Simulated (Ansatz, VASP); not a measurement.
**Cd3C: VASP beside Ansatz**

```
CELL_PARAMETERS angstrom
4.17058 0.00000 0.00000
0.00000 4.17058 0.00000
0.00000 0.00000 4.17058
ATOMIC_POSITIONS crystal
Cd 0.00000 0.50000 0.50000
Cd 0.50000 0.00000 0.50000
Cd 0.50000 0.50000 0.00000
C 0.00000 0.00000 0.00000
```

Alike in both runs: functional PBE; k mesh 12 × 12 × 12; occupations gaussian, width 0.1 eV; no spin polarisation.

Ansatz relaxed the structure, and its values are those at the end. VASP's run is a single point on that final structure, the one shown.

|  | VASP | Ansatz |
| --- | --- | --- |
| version | VASP 6.6.1 | Ansatz 0.2.0 |
| potentials or method | VASP PAW PBE potentials, release 64 (Cd, C), cutoff 600 eV | scalar-relativistic, plane waves, PAW |
| valence electrons in the cell | 40 | 64 |

```tsv
	VASP	Ansatz	Ansatz less VASP
gap on the k mesh at the Fermi level (eV)	none	none	-
pressure (GPa)	0.3	0.0	-0.38
```

A gap of «none» marks a metal or a gap that the smearing closes. The functional is the same, so the differences come from potentials, cutoffs and numerics. VASP's potentials hold 40 valence electrons a cell and Ansatz's 64, so a difference there can come from the potentials and not from the codes.
